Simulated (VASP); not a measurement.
# CdTe (F-43m) in VASP: single point with HSE06

Aim: the single point of CdTe with HSE06.

Program: VASP 6.6.1. These are calculated values, not measurements. Logs are shortened: lines on timing, memory, paths and dates and some standing lists are left out, and cuts for length are marked.

### 1 The cell of the first run

It takes space group F-43m (No. 216, cubic). Conventional cell: a = 6.787 Å, b = 6.787 Å, c = 6.787 Å, α = 90.00°, β = 90.00°, γ = 90.00°. Within 3.9 Å of Cd (site symmetry -43m) lie 4 Te at 2.94 Å. Te (site symmetry -43m) has 4 Cd at 2.94 Å within 3.9 Å.

### 2 Single point, HSE06

The input, POSCAR:

```
CdTe
1.0
    0.0000000000      3.3934339422      3.3934339422
    3.3934339422      0.0000000000      3.3934339422
    3.3934339422      3.3934339422      0.0000000000
Cd Te
1 1
Direct
    0.0000000000      0.0000000000      0.0000000000
    0.2500000000      0.2500000000      0.2500000000
```

The input, INCAR.step1:

```
PREC = Accurate
ENCUT = 520
EDIFF = 1E-5
ISMEAR = 0
SIGMA = 0.05
LREAL = F
LASPH = T
NELM = 60
ALGO = Normal
ISIF = 2
LWAVE = T
LCHARG = F
GGA = PE
NBANDS = 16
```

The input, INCAR.step2:

```
PREC = Accurate
ENCUT = 520
EDIFF = 1E-6
ISMEAR = 0
SIGMA = 0.05
LREAL = F
LASPH = T
NELM = 60
ALGO = Normal
ISIF = 2
LWAVE = F
LCHARG = F
GGA = PE
LHFCALC = T
HFSCREEN = 0.2079
PRECFOCK = Normal
ISTART = 1
NBANDS = 16
```

The input, KPOINTS:

```
regular mesh
0
Gamma
  4 4 4
```

Potentials or basis: VASP PAW PBE potentials, release 64 (Cd, Te).

Run with:

```sh
cat potpaw_PBE.64/Cd/POTCAR potpaw_PBE.64/Te/POTCAR > POTCAR
cp INCAR.step1 INCAR
mpirun -np 1 vasp_std > vasp.out
cp INCAR.step2 INCAR
mpirun -np 1 vasp_std > vasp.out
```

OUTCAR:

```text
PREC = Accurate
   ENCUT = 520
   EDIFF = 1E-6
   ISMEAR = 0
   LREAL = F
   LASPH = T
   NELM = 60
   ISIF = 2
   GGA = PE
   LHFCALC = T
   HFSCREEN = 0.2079
   PRECFOCK = Normal
   ISTART = 1

 ion  position               nearest neighbor table
   1  0.000  0.000  0.000-   2 2.94   2 2.94   2 2.94   2 2.94
   2  0.250  0.250  0.250-   1 2.94   1 2.94   1 2.94   1 2.94

  LATTYP: Found a face centered cubic cell.
 ALAT       =     6.7868678844

  Lattice vectors:

 A1 = (   0.0000000000,   3.3934339422,   3.3934339422)
 A2 = (   3.3934339422,   0.0000000000,   3.3934339422)
 A3 = (   3.3934339422,   3.3934339422,   0.0000000000)

Analysis of symmetry for initial positions (statically):
=====================================================================
 Subroutine PRICEL returns:
 Original cell was already a primitive cell.

 Routine SETGRP: Setting up the symmetry group for a
 face centered cubic supercell.

 Subroutine GETGRP returns: Found 24 space group operations
 (whereof 24 operations were pure point group operations)
 out of a pool of 48 trial point group operations.

The static configuration has the point symmetry T_d .

Analysis of symmetry for dynamics (positions and initial velocities):
=====================================================================
 Subroutine PRICEL returns:
 Original cell was already a primitive cell.

 Routine SETGRP: Setting up the symmetry group for a
 face centered cubic supercell.

 Subroutine GETGRP returns: Found 24 space group operations
 (whereof 24 operations were pure point group operations)
 out of a pool of 48 trial point group operations.

The dynamic configuration has the point symmetry T_d .

 Subroutine INISYM returns: Found 24 space group operations
 (whereof 24 operations are pure point group operations),
 and found     1 'primitive' translations

----------------------------------------------------------------------------------------

                                     Primitive cell

  volume of cell :      78.1535

  direct lattice vectors                    reciprocal lattice vectors
     0.000000000  3.393433942  3.393433942    -0.147343372  0.147343372  0.147343372
[... 70 lines left out ...]
   LREAL  =      F    real-space projection
   EDIFFG = 0.1E-04   stopping-criterion for IOM
   NSW    =      0    number of steps for IOM
   IBRION =     -1    ionic relax: 0-MD 1-quasi-New 2-CG
   NFREE  =      0    steps in history (QN), initial steepest desc. (CG)
   ISIF   =      2    stress and relaxation
   ISYM   =      3    0-nonsym 1-usesym 2-fastsym
   POTIM  = 0.5000    time-step for ionic-motion
   TEBEG  =    0.0;   TEEND  =   0.0 temperature during run
   PSTRESS=    0.0 pullay stress
   NELECT =      18.0000    total number of electrons
   NUPDOWN=      -1.0000    fix difference up-down
   EMIN   =  10.00;   EMAX   =-10.00  energy-range for DOS
   EFERMI =   0.00;   METHOD = LEGACY
   ISMEAR =     0;   SIGMA  =   0.05  broadening in eV -4-tet -1-fermi 0-gaus
   EFERMI_NEDOS =   21; number of points for ismear=-14 and -15
   IALGO  =     38    algorithm
   IMIX   =      1    mixing-type and parameters
     AMIX     =   0.40;   BMIX     =  1.00
     AMIX_MAG =   1.60;   BMIX_MAG =  1.00
  volume/ion in A,a.u.               =      39.08       263.70
  Fermi-wavevector in a.u.,A,eV,Ry     =   1.003497  1.896335 13.701163  1.007007
  Thomas-Fermi vector in A             =   2.136053
   LORBIT       =      0    0 simple, 1 ext, 2 COOP (PROOUT), +10 PAW based schemes
   GGA     = PE    functional components
   LHFCALC =     T    Hartree Fock is set to
   PRECFOCK=normal    Normal, Fast or Accurate (Low or Medium for compatibility)
   ENCUT4O =  -1.0   cutoff for four orbital integrals eV
   NKREDX  =     1    reduce k-point grid by
   NKREDY  =     1    reduce k-point grid by
   NKREDZ  =     1    reduce k-point grid by
   AEXX    =    0.2500 exact exchange contribution
   HFSCREEN=    0.2079 screening length (either q_TF or 0.3 A-1)
   HFSCREENC=   0.2079 screening length for correlation (either q_TF or 0.3 A-1)
   ENCUTFOCK=  -1.0 apply spherical cutoff to Coloumb kernel
   IVDW    =     0    specifies the selected vdW correction
   LEPSILON=     F    determine dielectric tensor
   LRPA    =     F    only Hartree local field effects (RPA)
 non-spin polarized calculation
 Gauss-broadening in eV      SIGMA  =   0.05
  energy-cutoff  :      520.00
  volume of cell :       78.15
 maximum number of plane-waves:      2120
  NGX = 28; NGY = 28; NGZ = 28

 number of electron      17.9999993 magnetization

 Free energy of the ion-electron system (eV)
  ---------------------------------------------------
  ext. energy  EPLUGINS =         0.00000000
  ---------------------------------------------------
  free energy    TOTEN  =        -5.92047342 eV

  energy without entropy =       -5.92047342  energy(sigma->0) =       -5.92047342

 E-fermi :   1.0014     XC(G=0):  -6.6896

 val. band max:        0.7143529891   @ k =   0.0000   0.0000   0.0000
 cond. band min:       1.8257258989   @ k =   0.0000   0.0000   0.0000
 fundamental gap:      1.1113729098
 Fermi energy:         1.0014099263

 k-point     1 :       0.0000    0.0000    0.0000
  band No.  band energies     occupation
      1     -10.6745      2.00000
      2      -8.5629      2.00000
      3      -8.5629      2.00000
      4      -8.5629      2.00000
      5      -8.3894      2.00000
      6      -8.3894      2.00000
[... 129 lines left out ...]
      3      -8.4764      2.00000
      4      -8.4077      2.00000
      5      -8.3866      2.00000
      6      -7.8621      2.00000
[... 8 lines left out ...]
     15      12.3368      0.00000
     16      12.5370      0.00000

------------------------ aborting loop because EDIFF is reached ----------------------------------------

  FORCE on cell =-STRESS in cart. coord.  units (eV):
  Direction    XX          YY          ZZ          XY          YZ          ZX
  --------------------------------------------------------------------------------------
  -------------------------------------------------------------------------------------
  Total       -1.4923440     -1.4923440     -1.4923440     -0.0000000      0.0000000     -0.0000000
  in kB      -30.5936521    -30.5936521    -30.5936521     -0.0000000      0.0000000     -0.0000000
  external PRESSURE =     -30.5936521 kB  Pullay stress =       0.0000000 kB

 VOLUME and BASIS-vectors are now :
 -----------------------------------------------------------------------------
  energy-cutoff  :      520.00
  volume of cell :       78.15
      direct lattice vectors                 reciprocal lattice vectors
     0.000000000  3.393433942  3.393433942    -0.147343372  0.147343372  0.147343372
     3.393433942  0.000000000  3.393433942     0.147343372 -0.147343372  0.147343372
     3.393433942  3.393433942  0.000000000     0.147343372  0.147343372 -0.147343372

 POSITION                                       TOTAL-FORCE (eV/Angst)
 -----------------------------------------------------------------------------------
      0.00000      0.00000      0.00000        -0.000000     -0.000000     -0.000000
      1.69672      1.69672      1.69672         0.000000      0.000000      0.000000
 -----------------------------------------------------------------------------------
    total drift:                                0.000005      0.000008      0.000004

  FREE ENERGIE OF THE ION-ELECTRON SYSTEM (eV)
  ---------------------------------------------------
  free  energy   TOTEN  =        -5.9204734167 eV

  energy  without entropy=       -5.9204734167  energy(sigma->0) =       -5.92047342
```

Run time: 7.9 min. Hardware: 1 thread of AMD EPYC 7R13 (Zen 3), shared host; peak memory 0.29 GiB.

What came out:

```yaml
Free_energy: -5.9205 eV
Pressure: -3.1 GPa
Band_gap_on_the_k_mesh: 1.11 eV
```

Levels at points of the mesh, in eV from the valence-band top:
```tsv
k point	band 5	band 6	band 7	band 8	band 9	band 10	band 11	band 12	band 13	band 14
(0.00, 0.00, 0.00)	-9.10	-9.10	0.00	0.00	0.00	1.11	5.51	5.51	5.51	8.21
(0.50, 0.00, 0.00)	-9.10	-8.76	-3.96	-0.64	-0.64	2.44	6.05	6.05	7.74	9.21
(0.50, 0.50, 0.00)	-9.08	-8.62	-3.93	-1.55	-1.55	3.42	3.53	9.19	9.61	9.61
```

Caveat: the cell stands under tension; the PAW data sets were made with another functional, which shifts forces and pressure a little; spin-orbit coupling is left out, which moves the levels of the heavy elements.
